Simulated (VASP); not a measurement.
# CuO (C2/c) in VASP: further runs

Runs on CuO. Level: PBEsol+U. Tasks: single point.

Everything below comes from runs of VASP 6.6.1. Logs are shortened: lines on timing, memory, paths and dates and some standing lists are left out, and cuts for length are marked.

## (1) The cell of the first run

It takes space group C2/c (No. 15, monoclinic). Conventional cell: a = 4.679 Å, b = 3.481 Å, c = 5.118 Å, α = 90.00°, β = 98.60°, γ = 90.00°. Within 2.5 Å of Cu (site symmetry -1) lie 4 O at 1.91 to 1.99 Å. Within 2.6 Å of O (site symmetry 2) lie 4 Cu at 1.91 to 1.99 Å and 2 O at 2.58 Å.

## (2) Single point, PBEsol+U, collinear spin

The input, INCAR:

```
SYSTEM = CuO
PREC = Accurate
ENCUT = 520
EDIFF = 1E-6
ISMEAR = -1
SIGMA = 0.02
LREAL = .False.
LASPH = .True.
NELM = 150
ALGO = Normal
ISIF = 2
LWAVE = .False.
LCHARG = .False.
ISPIN = 2
MAGMOM = 1 1 1 1 0 0 0 0
LORBIT = 11
LMAXMIX = 4
LDAU = .True.
LDAUTYPE = 2
LDAUL = 2 -1
LDAUU = 6.6 0
LDAUJ = 0 0
LDAUPRINT = 1
GGA = PS
NBANDS = 48
```

The input, KPOINTS:

```
Automatic mesh
0
Gamma
  7 7 2
  0 0 0
```

The input, POSCAR:

```
CuO
1.0
    2.3395500000     -1.7402500000      0.0000000000
    2.3395500000      1.7402500000      0.0000000000
   -1.5304000000      0.0000000000     10.1215600000
Cu O
4 4
Direct
    0.0000000000      0.5000000000      0.0000000000
    0.0000000000      0.5000000000      0.5000000000
    0.5000000000      0.0000000000      0.2500000000
    0.5000000000      0.0000000000      0.7500000000
    0.5477000000      0.4523000000      0.1250000000
    0.5477000000      0.4523000000      0.6250000000
    0.4523000000      0.5477000000      0.3750000000
    0.4523000000      0.5477000000      0.8750000000
```

Potentials or basis: VASP PAW PBE potentials, release 64 (Cu, O).

Started as:

```bash
$ cat potpaw_PBE.64/Cu/POTCAR potpaw_PBE.64/O/POTCAR > POTCAR
$ mpirun -np 1 vasp_std > vasp.out
```

OUTCAR:

```text
SYSTEM = CuO
   PREC = Accurate
   ENCUT = 520
   EDIFF = 1E-6
   ISMEAR = -1
   LREAL = .False.
   LASPH = .True.
   NELM = 150
   ISIF = 2
   ISPIN = 2
   LORBIT = 11
   GGA = PS

 ion  position               nearest neighbor table
   1  0.000  0.500  0.000-   5 1.91   8 1.91   8 1.99   5 1.99
   2  0.000  0.500  0.500-   6 1.91   7 1.91   7 1.99   6 1.99
   3  0.500  0.000  0.250-   7 1.91   5 1.91   7 1.99   5 1.99
   4  0.500  0.000  0.750-   8 1.91   6 1.91   8 1.99   6 1.99
   5  0.548  0.452  0.125-   3 1.91   1 1.91   3 1.99   1 1.99
   6  0.548  0.452  0.625-   4 1.91   2 1.91   4 1.99   2 1.99
   7  0.452  0.548  0.375-   2 1.91   3 1.91   3 1.99   2 1.99
   8  0.452  0.548  0.875-   1 1.91   4 1.91   4 1.99   1 1.99
[... 9 lines left out ...]
 A1 = (   2.3395500000,  -1.7402500000,   0.0000000000)
 A2 = (   2.3395500000,   1.7402500000,   0.0000000000)
 A3 = (  -1.5304000000,   0.0000000000,  10.1215600000)

Analysis of symmetry for initial positions (statically):
=====================================================================
 Subroutine PRICEL returns following result:

  LATTYP: Found a base centered monoclinic cell.
 ALAT       =     4.6791000000
 B/A-ratio  =     0.7438396273
 C/A-ratio  =     1.0938648385
 COS(beta)  =    -0.1495026780
[... 12 lines left out ...]
 Subroutine GETGRP returns: Found  4 space group operations
 (whereof  2 operations were pure point group operations)
 out of a pool of  4 trial point group operations.

The static configuration has the point symmetry S_2 .
 The point group associated with its full space group is C_2h.

Analysis of symmetry for dynamics (positions and initial velocities):
=====================================================================
 Subroutine PRICEL returns following result:

  LATTYP: Found a base centered monoclinic cell.
 ALAT       =     4.6791000000
 B/A-ratio  =     0.7438396273
 C/A-ratio  =     1.0938648385
 COS(beta)  =    -0.1495026780
[... 12 lines left out ...]
 Subroutine GETGRP returns: Found  4 space group operations
 (whereof  2 operations were pure point group operations)
 out of a pool of  4 trial point group operations.

The dynamic configuration has the point symmetry S_2 .
 The point group associated with its full space group is C_2h.

Analysis of structural, dynamic, and magnetic symmetry:
=====================================================================
 Subroutine PRICEL returns following result:

  LATTYP: Found a base centered monoclinic cell.
 ALAT       =     4.6791000000
 B/A-ratio  =     0.7438396273
 C/A-ratio  =     1.0938648385
 COS(beta)  =    -0.1495026780
[... 12 lines left out ...]
 Subroutine GETGRP returns: Found  4 space group operations
 (whereof  2 operations were pure point group operations)
 out of a pool of  4 trial point group operations.

The overall configuration has the point symmetry S_2 .
 The point group associated with its full space group is C_2h.

 Subroutine INISYM returns: Found  4 space group operations
 (whereof  2 operations are pure point group operations),
 and found     2 'primitive' translations

----------------------------------------------------------------------------------------

                                     Primitive cell

  volume of cell :      41.2089

  direct lattice vectors                    reciprocal lattice vectors
     2.339550000 -1.740250000  0.000000000     0.213716313 -0.287315041  0.032314332
     2.339550000  1.740250000  0.000000000     0.213716313  0.287315041  0.032314332
    -0.765200000  0.000000000  5.060780000     0.000000000  0.000000000  0.197597999
[... 95 lines left out ...]
   ISYM   =      2    0-nonsym 1-usesym 2-fastsym
   POTIM  = 0.5000    time-step for ionic-motion
   TEBEG  =    0.0;   TEEND  =   0.0 temperature during run
   PSTRESS=    0.0 pullay stress
   NELECT =      68.0000    total number of electrons
   NUPDOWN=      -1.0000    fix difference up-down
   EMIN   =  10.00;   EMAX   =-10.00  energy-range for DOS
   EFERMI =   0.00;   METHOD = LEGACY
   ISMEAR =    -1;   SIGMA  =   0.02  broadening in eV -4-tet -1-fermi 0-gaus
   EFERMI_NEDOS =   21; number of points for ismear=-14 and -15
   IALGO  =     38    algorithm
   IMIX   =      4    mixing-type and parameters
     AMIX     =   0.40;   BMIX     =  1.00
     AMIX_MAG =   1.60;   BMIX_MAG =  1.00
  volume/ion in A,a.u.               =      10.30        69.52
  Fermi-wavevector in a.u.,A,eV,Ry     =   1.535456  2.901591 32.077430  2.357625
  Thomas-Fermi vector in A             =   2.642242
   LORBIT       =     11    0 simple, 1 ext, 2 COOP (PROOUT), +10 PAW based schemes
 LDA+U is selected, type is set to LDAUTYPE =  2
   angular momentum for each species LDAUL =     2   -1
   U (eV)           for each species LDAUU =   6.6  0.0
   J (eV)           for each species LDAUJ =   0.0  0.0
   GGA     = PS    functional components
   LHFCALC =     F    Hartree Fock is set to
   AEXX    =    0.0000 exact exchange contribution
   IVDW    =     0    specifies the selected vdW correction
   LEPSILON=     F    determine dielectric tensor
   LRPA    =     F    only Hartree local field effects (RPA)
 spin polarized calculation
  energy-cutoff  :      520.00
  volume of cell :       82.42
 maximum number of plane-waves:      2263
 NGX is ok and might be reduce to    24
   NGX = 11   NGY = 11   NGZ = 37

atom =   1  type =  1  l = 2

 onsite density matrix

spin component  1
[... 116 lines left out ...]
  o =  0.3623  v =  0.0000  0.0000  0.0000  0.0000  0.0000  0.0818  0.5763  0.0411  0.7909 -0.1841      0.0000  0.0000  0.0000  0.0000  0.0000  0.0000  0.0000  0.0000  0.0000  0.0000
  o =  0.9582  v =  0.0000  0.0000  0.0000  0.0000  0.0000  0.8582  0.0955  0.4695 -0.1626  0.0867      0.0000  0.0000  0.0000  0.0000  0.0000  0.0000  0.0000  0.0000  0.0000  0.0000
  o =  0.9647  v =  0.8634  0.1020  0.4700 -0.1296  0.0804  0.0000  0.0000  0.0000  0.0000  0.0000      0.0000  0.0000  0.0000  0.0000  0.0000  0.0000  0.0000  0.0000  0.0000  0.0000
  o =  0.9719  v =  0.0000  0.0000  0.0000  0.0000  0.0000 -0.1358  0.5804 -0.0893 -0.2261  0.7652      0.0000  0.0000  0.0000  0.0000  0.0000  0.0000  0.0000  0.0000  0.0000  0.0000
  o =  0.9736  v =  0.0000  0.0000  0.0000  0.0000  0.0000 -0.0174 -0.5539  0.2185  0.5338  0.6002      0.0000  0.0000  0.0000  0.0000  0.0000  0.0000  0.0000  0.0000  0.0000  0.0000
  o =  0.9763  v =  0.1218 -0.7132  0.1335  0.3911 -0.5529  0.0000  0.0000  0.0000  0.0000  0.0000      0.0000  0.0000  0.0000  0.0000  0.0000  0.0000  0.0000  0.0000  0.0000  0.0000
  o =  0.9790  v = -0.0707 -0.3463  0.1930  0.4507  0.7967  0.0000  0.0000  0.0000  0.0000  0.0000      0.0000  0.0000  0.0000  0.0000  0.0000  0.0000  0.0000  0.0000  0.0000  0.0000
  o =  0.9813  v =  0.0000  0.0000  0.0000  0.0000  0.0000  0.4879 -0.1228 -0.8498  0.1094  0.1129      0.0000  0.0000  0.0000  0.0000  0.0000  0.0000  0.0000  0.0000  0.0000  0.0000
  o =  0.9839  v = -0.4823  0.1096  0.8502 -0.1247 -0.1305  0.0000  0.0000  0.0000  0.0000  0.0000      0.0000  0.0000  0.0000  0.0000  0.0000  0.0000  0.0000  0.0000  0.0000  0.0000
  o =  1.0380  v = -0.0460 -0.5907 -0.0355 -0.7820  0.1901  0.0000  0.0000  0.0000  0.0000  0.0000      0.0000  0.0000  0.0000  0.0000  0.0000  0.0000  0.0000  0.0000  0.0000  0.0000

 number of electron      68.0000030 magnetization       3.9999810

 Free energy of the ion-electron system (eV)
  ---------------------------------------------------
  ext. energy  EPLUGINS =         0.00000000
  ---------------------------------------------------
  free energy    TOTEN  =       -35.41919013 eV

  energy without entropy =      -35.41919012  energy(sigma->0) =      -35.41919012

 E-fermi :   5.2543     XC(G=0): -11.9911

 val. band max:        4.9283105176   @ k =  -0.4286   0.4286   0.0000
 cond. band min:       5.5708430935   @ k =  -0.4286   0.4286   0.0000
 fundamental gap:      0.6425325758
 Fermi energy:         5.2543104242

 spin component 1

 k-point     1 :       0.0000    0.0000    0.0000
  band No.  band energies     occupation
      1     -14.4440      1.00000
      2     -13.7845      1.00000
      3     -13.7845      1.00000
      4     -12.9621      1.00000
      5      -3.6561      1.00000
      6      -3.2061      1.00000
[... 2345 lines left out ...]
     45      16.9966      0.00000
     46      17.6802      0.00000

 [... further k-points ...]

 [bands above 46 left out]

------------------------ aborting loop because EDIFF is reached ----------------------------------------

  FORCE on cell =-STRESS in cart. coord.  units (eV):
  Direction    XX          YY          ZZ          XY          YZ          ZX
  --------------------------------------------------------------------------------------
  -------------------------------------------------------------------------------------
  Total       -3.8845733     -1.4318257     -1.0890127      0.0000000      0.0000000      2.2450656
  in kB      -75.5148699    -27.8342372    -21.1700602      0.0000000      0.0000000     43.6433609
  external PRESSURE =     -41.5063891 kB  Pullay stress =       0.0000000 kB

 VOLUME and BASIS-vectors are now :
 -----------------------------------------------------------------------------
  energy-cutoff  :      520.00
  volume of cell :       82.42
      direct lattice vectors                 reciprocal lattice vectors
     2.339550000 -1.740250000  0.000000000     0.213716313 -0.287315041  0.032314332
     2.339550000  1.740250000  0.000000000     0.213716313  0.287315041  0.032314332
    -1.530400000  0.000000000 10.121560000     0.000000000  0.000000000  0.098798999

 POSITION                                       TOTAL-FORCE (eV/Angst)
 -----------------------------------------------------------------------------------
      1.16978      0.87013      0.00000        -0.000000      0.000000      0.000000
      0.40458      0.87013      5.06078        -0.000000      0.000000      0.000000
      0.78717     -0.87013      2.53039        -0.000000     -0.000000      0.000000
      0.02198     -0.87013      7.59117        -0.000000      0.000000      0.000000
      2.14825     -0.16602      1.26520         0.000000     -0.304294      0.000000
      1.38305     -0.16602      6.32598        -0.000000     -0.304294     -0.000000
      1.76565      0.16602      3.79558         0.000000      0.304294     -0.000000
      1.00045      0.16602      8.85637        -0.000000      0.304294     -0.000000
 -----------------------------------------------------------------------------------
    total drift:                                0.000000      0.000000     -0.000000

  FREE ENERGIE OF THE ION-ELECTRON SYSTEM (eV)
  ---------------------------------------------------
  free  energy   TOTEN  =       -35.4191901251 eV

  energy  without entropy=      -35.4191901231  energy(sigma->0) =      -35.41919012

 total charge

# of ion       s       p       d       tot
------------------------------------------
    1        0.390   0.409   9.167   9.966
    2        0.390   0.409   9.167   9.966
    3        0.390   0.409   9.167   9.966
    4        0.390   0.409   9.167   9.966
    5        1.550   3.434   0.000   4.983
    6        1.550   3.434   0.000   4.983
    7        1.550   3.434   0.000   4.983
    8        1.550   3.434   0.000   4.983
--------------------------------------------------
tot          7.756  15.372  36.668  59.796

 magnetization (x)

# of ion       s       p       d       tot
------------------------------------------
    1       -0.002   0.003   0.694   0.695
    2       -0.002   0.003   0.694   0.695
    3       -0.002   0.003   0.694   0.695
    4       -0.002   0.003   0.694   0.695
    5        0.019   0.252   0.000   0.271
    6        0.019   0.252   0.000   0.271
    7        0.019   0.252   0.000   0.271
    8        0.019   0.252   0.000   0.271
--------------------------------------------------
tot          0.068   1.018   2.777   3.863
```

Wall time 8.2 min (1 thread of Oxide Virtual Turin-like, shared host); peak memory 0.3 GiB.

Results:

| Property | Result |
| --- | --- |
| Free energy | -35.4192 eV |
| Pressure | -4.2 GPa |
| Largest force | 0.304 eV/Å |
| Band gap on the k mesh | 0.64 eV |
| Net moment | 4.00 μB per cell |
| Site moments | Cu +0.69; O +0.27 μB |
| Valence electrons inside the program's atomic spheres | Cu 9.97; O 4.98 |

Forces on the atoms (eV/Å):
```
Cu   0.000  0.000  0.000
Cu   0.000  0.000  0.000
Cu   0.000  0.000  0.000
Cu   0.000  0.000  0.000
O    0.000 -0.304  0.000
O    0.000 -0.304  0.000
O    0.000  0.304  0.000
O    0.000  0.304  0.000
```

Eigenvalues of the final occupation matrices:
```csv
site,spin,trace,eigenvalues
site 1 d,1,4.94,0.96 0.98 0.98 0.98 1.04
site 1 d,2,4.25,0.36 0.96 0.97 0.97 0.98
site 2 d,1,4.94,0.96 0.98 0.98 0.98 1.04
site 2 d,2,4.25,0.36 0.96 0.97 0.97 0.98
site 3 d,1,4.94,0.96 0.98 0.98 0.98 1.04
site 3 d,2,4.25,0.36 0.96 0.97 0.97 0.98
site 4 d,1,4.94,0.96 0.98 0.98 0.98 1.04
site 4 d,2,4.25,0.36 0.96 0.97 0.97 0.98
```

Caveat: the stress differs along the axes, from -8 to -2 GPa; semilocal functionals underestimate gaps, and a narrow one can read as zero; the PAW data sets were made with another functional, which shifts forces and pressure a little. A k mesh can miss the band edges.

(Part 1 of 2 ends here.)
